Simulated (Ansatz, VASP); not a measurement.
## Two plane-wave programs on Sc

Contents of INCAR:

```
PREC = Accurate
ENCUT = 520
EDIFF = 1E-6
ISMEAR = -1
SIGMA = 0.1
LREAL = False
LASPH = True
NELM = 60
ALGO = Normal
ISIF = 2
LWAVE = False
LCHARG = False
GGA = B5
ALDAX = 1.0
AGGAX = 1.0
AGGAC = 1.0
ALDAC = 0.0
NBANDS = 18
```

The input KPOINTS:

```
Automatic mesh
0
Gamma
  9 9 9
```

The input POSCAR:

```
Sc
1.0
    0.0000000000      3.3976603448      3.3976603448
    3.3976603448      0.0000000000      3.3976603448
    3.3976603448      3.3976603448      0.0000000000
Sc
2
Direct
    0.1250000000      0.1250000000      0.1250000000
    0.8750000000      0.8750000000      0.8750000000
```

Input for Ansatz:

```yaml
crystal:
  lattice:
    - [0.0, 3.3976603448, 3.3976603448]
    - [3.3976603448, 0.0, 3.3976603448]
    - [3.3976603448, 3.3976603448, 0.0]
  atoms:
    - { symbol: Sc, position: [0.125, 0.125, 0.125] }
    - { symbol: Sc, position: [0.875, 0.875, 0.875] }
hamiltonian:
  xc: blyp
  pseudopotentials:
    kind: paw
    azcp:
      Sc: "pseudopotentials/Sc.paw.azcp"
basis:
  ecutwfc: 420
  fft_grid_basis: typed
kpoints:
  mp_grid: { grid: [9, 9, 9], shift: [0, 0, 0] }
magnetization:
  spin_polarized: false
scf:
  occupations: { method: fermi_dirac, width: 0.1 }
  lower_state_search: "off"
output:
  stress: true
```

Alike in both runs: task single point; functional BLYP; k mesh 9 × 9 × 9; occupations fermi-dirac, width 0.1 eV; no spin polarisation.

|  | VASP | Ansatz |
| --- | --- | --- |
| version | VASP 6.6.1 | Ansatz 0.2.0 |
| potentials or method | VASP PAW PBE potentials, release 64 (Sc_sv), cutoff 520 eV | plane waves (420 eV) with PAW, scalar-relativistic |
| valence electrons in the cell | 22 | 22 |

```csv
,VASP,Ansatz,Ansatz less VASP
pressure (GPa),0.2,0.3,+0.05
```

VASP's potentials were made for PBE, not for BLYP.
